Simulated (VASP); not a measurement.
# Te (P3_121) in VASP: a series of runs, part 3 of 3

VASP 6.6.1.

### 6 Electric field gradients, PBE (35.35 Å³/atom)

This run uses another cell than the first one, of 35.35 Å³/atom.

Contents of INCAR:

```
SYSTEM = Te
PREC = Accurate
ENCUT = 520
EDIFF = 1E-8
ISMEAR = -1
SIGMA = 0.08
LREAL = .FALSE.
LASPH = .TRUE.
NELM = 60
ALGO = Normal
ISIF = 2
LWAVE = .FALSE.
LCHARG = .FALSE.
GGA = PE
LEFG = .TRUE.
NBANDS = 16
```

Contents of KPOINTS:

```
regular mesh
0
G
  9 9 6
  0 0 0
```

Contents of POSCAR:

```
Te
1.0
    4.5166640738      0.0000000000      0.0000000000
   -2.2583320370      3.9115458283      0.0000000000
    0.0000000000      0.0000000000      6.0029694676
Te
3
Direct
    0.7450000000      0.0000000000      0.3333333333
    0.0000000000      0.7450000000      0.6666666667
    0.2550000000      0.2550000000      0.0000000000
```

Potentials or basis: VASP PAW PBE potentials, release 64 (Te).

Launch:

```bash
$ cat potpaw_PBE.64/Te/POTCAR > POTCAR
$ mpirun -np 1 vasp_std > vasp.out
```

OUTCAR:

```text
SYSTEM = Te
   PREC = Accurate
   ENCUT = 520
   EDIFF = 1E-8
   ISMEAR = -1
   LREAL = .FALSE.
   LASPH = .TRUE.
   NELM = 60
   ISIF = 2
   GGA = PE

 ion  position               nearest neighbor table
   1  0.745  0.000  0.333-   3 2.83   2 2.83   3 3.57   3 3.57   2 3.57   2 3.57
   2  0.000  0.745  0.667-   3 2.83   1 2.83   3 3.57   3 3.57   1 3.57   1 3.57
   3  0.255  0.255  0.000-   1 2.83   2 2.83   2 3.57   1 3.57   1 3.57   2 3.57

  LATTYP: Found a hexagonal cell.
 ALAT       =     4.5166640738
 C/A-ratio  =     1.3290714938

  Lattice vectors:

 A1 = (   4.5166640738,   0.0000000000,   0.0000000000)
 A2 = (  -2.2583320370,   3.9115458283,   0.0000000000)
 A3 = (   0.0000000000,   0.0000000000,   6.0029694676)

Analysis of symmetry for initial positions (statically):
=====================================================================
 Subroutine PRICEL returns:
 Original cell was already a primitive cell.
[... 656 lines left out ...]
     0.000000000  0.000000000  6.002969468     0.000000000  0.000000000  0.166584222

 POSITION                                       TOTAL-FORCE (eV/Angst)
 -----------------------------------------------------------------------------------
      3.36491      0.00000      2.00099        -0.361283     -0.000000      0.000000
     -1.68246      2.91410      4.00198         0.180642     -0.312880      0.000000
      0.57587      0.99744      0.00000         0.180642      0.312880      0.000000
 -----------------------------------------------------------------------------------
    total drift:                                0.000000      0.000000     -0.000000

  FREE ENERGIE OF THE ION-ELECTRON SYSTEM (eV)
  ---------------------------------------------------
  free  energy   TOTEN  =        -9.4034805198 eV

  energy  without entropy=       -9.4012939938  energy(sigma->0) =       -9.40238726

 Electric field gradients (V/A^2)
---------------------------------------------------------------------
 ion       V_xx      V_yy      V_zz      V_xy      V_xz      V_yz
---------------------------------------------------------------------
   1     187.320  -421.761   234.441     0.000    -0.000  -354.398
   2    -269.491    35.050   234.441  -263.739   306.918   177.199
   3    -269.490    35.050   234.441   263.740  -306.918   177.199
---------------------------------------------------------------------

 Electric field gradients after diagonalization (V/A^2)
 (convention: |V_zz| > |V_xx| > |V_yy|)
----------------------------------------------------------------------
 ion       V_xx      V_yy      V_zz     asymmetry (V_yy - V_xx)/ V_zz
----------------------------------------------------------------------
   1     389.298   187.320  -576.618       0.350
   2     389.298   187.320  -576.618       0.350
   3     389.298   187.320  -576.618       0.350
----------------------------------------------------------------------

           NMR quadrupolar parameters

 Cq : quadrupolar parameter    Cq=e*Q*V_zz/h
 eta: asymmetry parameters     (V_yy - V_xx)/ V_zz
 Q  : nuclear electric quadrupole moment in mb (millibarn)
----------------------------------------------------------------------
 ion       Cq(MHz)       eta       Q (mb)
----------------------------------------------------------------------
   1      -1.394       0.350       1.000
   2      -1.394       0.350       1.000
   3      -1.394       0.350       1.000
----------------------------------------------------------------------
```

stdout:

```text
POSCAR found type information on POSCAR Te
 POSCAR found :  1 types and       3 ions
 scaLAPACK will be used
 LDA part: xc-table for (Slater+PW92), standard interpolation
 POSCAR, INCAR and KPOINTS ok, starting setup
 FFT: planning ... GRIDC
 FFT: planning ... GRID_SOFT
 FFT: planning ... GRID
 WAVECAR not read
 entering main loop
ion   1

ion   2
     0.0000585     1.2062192    -0.7065689    -0.7637709    -1.2238132     0.6964110
     0.0000806     1.2062192    -0.7065689    -0.7637709    -1.2238132     0.6964110
     0.0001110     1.2062192    -0.7065689    -0.7637709    -1.2238132     0.6964110
     0.0001528     1.2062192    -0.7065689    -0.7637709    -1.2238132     0.6964110

     0.0000585   241.3654769  -162.0883752  -185.7193754  -280.7453012   139.3524231
     0.0000806   241.3365734  -162.0689128  -185.6970177  -280.7115913   139.3357356
     0.0001110   241.2907651  -162.0380677  -185.6615808  -280.6581661   139.3092882
     0.0001528   241.2184741  -161.9893910  -185.6056522  -280.5738555   139.2675509

ion   3
     0.0000585    -1.2062192    -0.7065689    -0.7637709     1.2238132     0.6964110
     0.0000806    -1.2062192    -0.7065689    -0.7637709     1.2238132     0.6964110
     0.0001110    -1.2062192    -0.7065689    -0.7637709     1.2238132     0.6964110
     0.0001528    -1.2062192    -0.7065689    -0.7637709     1.2238132     0.6964110

     0.0000585  -241.3654770  -162.0883752  -185.7193754   280.7453012   139.3524231
     0.0000806  -241.3365735  -162.0689128  -185.6970177   280.7115914   139.3357356
     0.0001110  -241.2907652  -162.0380677  -185.6615808   280.6581661   139.3092882
     0.0001528  -241.2184742  -161.9893910  -185.6056522   280.5738555   139.2675510
```

Run time: 50 s. Hardware: 1 thread of Intel Xeon 6975P-C (Granite Rapids), shared host; peak memory 0.28 GiB.

What came out:

```
Free energy                             : -9.4035 eV
Pressure                                : 1.1 GPa
Largest force                           : 0.361 eV/Å
Band gap on the k mesh                  : 0.15 eV
Largest electric field gradient by atom : Te -576.6 V/Å²
```

Forces in eV/Å, atoms in the order of the input:
```
Te  -0.361  0.000  0.000
Te   0.181 -0.313  0.000
Te   0.181  0.313  0.000
```

Levels at points of the mesh, in eV from the valence-band top:
```csv
k point,band 7,band 8,band 9,band 10,band 11,band 12
"(0.00, 0.00, 0.00)",-1.51,-1.51,-0.53,1.08,1.08,1.78
"(0.00, 0.00, 0.50)",-1.24,-1.00,-1.00,0.68,0.81,0.81
```

Electric field gradients, principal values (V/Å²):
| atom | least | middle | greatest (by size) |
| --- | --- | --- | --- |
| 1 Te | 187.320 | 389.298 | -576.618 |
| 2 Te | 187.320 | 389.298 | -576.618 |
| 3 Te | 187.320 | 389.298 | -576.618 |

Caveat: without QUAD_EFG the Cq values of the log hold for a quadrupole moment of 1 mb, not for the nuclei; spin-orbit coupling is left out, which moves the levels of the heavy elements. A k mesh can miss the band edges.

### 7 The runs side by side

| cell | gap on the mesh (eV) | pressure (GPa) | largest force (eV/Å) |
| --- | --- | --- | --- |
| a = 4.367, b = 4.367, c = 5.804 Å, angles 90.0, 90.0, 120.0°, 3 atoms | 0.13 | 7.2 | 1.12 |
| a = 4.428, b = 4.428, c = 5.885 Å, angles 90.0, 90.0, 120.0°, 3 atoms | 0.14 | 4.4 | 0.79 |
| a = 4.473, b = 4.473, c = 5.945 Å, angles 90.0, 90.0, 120.0°, 3 atoms | 0.14 | 2.6 | 0.56 |
| a = 4.517, b = 4.517, c = 6.003 Å, angles 90.0, 90.0, 120.0°, 3 atoms | 0.15 | 1.1 | 0.36 |

Alike in all rows: task electric field gradients; level PBE; potentials or basis VASP PAW PBE potentials, release 64 (Te); no spin polarisation; k mesh 9 × 9 × 6; cutoff (eV) 520; smearing fermi-dirac 0.08 eV.

Caveats: spin-orbit coupling is left out, which moves the levels of the heavy elements; the cell stands under pressure (at least some runs); forces of over 1 eV/Å act on the atoms, so gaps and moduli don't describe the material at rest (at least some runs).

Absolute energies hang on the potentials; compare differences alone.
